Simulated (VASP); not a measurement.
Runs of VASP 6.6.1 on W. The structure is that of space group P6/mmm (No. 191), or close to it. The cells are those of the table. 

```tsv
task	cell	gap on the mesh (eV)	pressure (GPa)
single point	a = 2.568, b = 2.568, c = 2.372 Å, angles 90.0, 90.0, 120.0°, 1 atom	none	(a)
single point	a = 2.568, b = 2.568, c = 2.373 Å, angles 90.0, 90.0, 120.0°, 1 atom	none	91.3
relaxation of cell and atoms	relaxed to 88 GPa from a = 2.547, b = 2.547, c = 2.394 Å, angles 90.0, 90.0, 120.0°, 1 atom	none	88.0
relaxation of cell and atoms	relaxed to 88 GPa from a = 2.568, b = 2.568, c = 2.373 Å, angles 90.0, 90.0, 120.0°, 1 atom	none	88.0
```

Alike in all rows: level PBEsol; potentials or basis VASP PAW PBE potentials, release 64 (W_sv); no spin polarisation; k mesh 17 × 17 × 16; cutoff (eV) 500; smearing fermi-dirac 0.1 eV.

Q: Fill in the values left out.

A: (a) 91.9.

Caveats: the PAW data sets were made with another functional, which shifts forces and pressure a little; spin-orbit coupling is left out, which moves the levels of the heavy elements; the cell is relaxed towards a set pressure, so the enthalpy falls and the energy may rise (some runs).

A k mesh can miss the band edges, and the runs leave out spin-orbit coupling on W.

A gap of «none» marks levels without a gap at the run's occupations.
